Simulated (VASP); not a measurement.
BN: relaxation of cell and atoms with PBE

BN:

```xyz
4
Lattice="2.5360 0.0000 0.0000 -1.2680 2.1962 0.0000 0.0000 0.0000 4.1990" Properties=species:S:1:pos:R:3 pbc="T T T"
B     1.2680    0.7321    0.0000
B     0.0000    1.4642    2.0995
N     1.2680    0.7321    1.5746
N     0.0000    1.4642    3.6741
```

* Program: VASP 6.6.1
* Task: relaxation of cell and atoms
* Functional: PBE
* Potentials or basis: VASP PAW PBE potentials, release 64 (B, N)
* Cutoff: 600 eV
* k mesh: 12 × 12 × 6
* Occupations: gaussian, width 0.02 eV
* Spin: no spin polarisation
* Dipole correction: no
* Further INCAR settings: ALGO = Normal; EDIFF = 1e-07; IBRION = 2; EDIFFG = -0.002; NSW = 100; ISIF = 3

| Property | Result |
| --- | --- |
| Relaxed volume | 5.97 Å³/atom |
| Relaxed cell | a = 2.554 Å, b = 2.554 Å, c = 4.224 Å, α = 90.00°, β = 90.00°, γ = 120.00° |
| Space group after relaxing (to 0.1 Å) | P6_3mc (No. 186) |
| Energy gained by relaxing | 3.0 meV/atom |
| Ionic steps | 8 |
| Pressure after relaxing | 0.0 GPa |
| Band gap on the k mesh | 5.21 eV (least direct gap 8.24 eV) |

Step by step:
```csv
step,energy change (eV),largest force (eV/Å),pressure (GPa),volume (Å³)
1,0.0000,0.0578,7.99,23.39
2,0.0010,0.1020,-7.70,24.39
3,-0.0120,0.0246,0.02,23.87
4,-0.0120,0.0230,0.16,23.86
5,-0.0120,0.0237,0.09,23.87
6,-0.0121,0.0016,0.13,23.86
7,-0.0121,0.0009,-0.08,23.88
8,-0.0121,0.0001,0.00,23.87
```

Final structure:
```yaml
crystal:
  lattice:
    - [2.55450, 0.00000, 0.00000]
    - [-1.27725, 2.21226, 0.00000]
    - [0.00000, 0.00000, 4.22440]
  atoms:
    - { symbol: B, position: [0.66667, 0.33333, 0.00020] }
    - { symbol: B, position: [0.33333, 0.66667, 0.50020] }
    - { symbol: N, position: [0.66667, 0.33333, 0.37480] }
    - { symbol: N, position: [0.33333, 0.66667, 0.87480] }
```

Levels at points of the mesh, in eV from the valence-band top:
| k point | band 5 | band 6 | band 7 | band 8 | band 9 | band 10 | band 11 | band 12 |
| --- | --- | --- | --- | --- | --- | --- | --- | --- |
| (0.00, 0.00, 0.00) | -2.10 | -0.26 | 0.00 | 0.00 | 8.33 | 8.33 | 8.55 | 9.41 |
| (0.50, 0.00, 0.00) | -6.85 | -4.93 | -4.36 | -2.09 | 6.68 | 7.94 | 10.56 | 11.39 |
| (0.00, 0.00, 0.50) | -1.17 | -1.17 | -1.17 | -1.17 | 9.40 | 9.40 | 9.87 | 9.87 |
| (0.50, 0.00, 0.50) | -3.73 | -3.73 | -3.53 | -3.53 | 6.56 | 6.56 | 9.97 | 9.97 |

Run time: 87 s on 1 thread of AMD EPYC 7R43 64-Core Processor (Zen 3), with other jobs on the host, peak memory 0.11 GiB.

A k mesh can miss the band edges. PBE usually gives volumes a little too large and moduli too small.
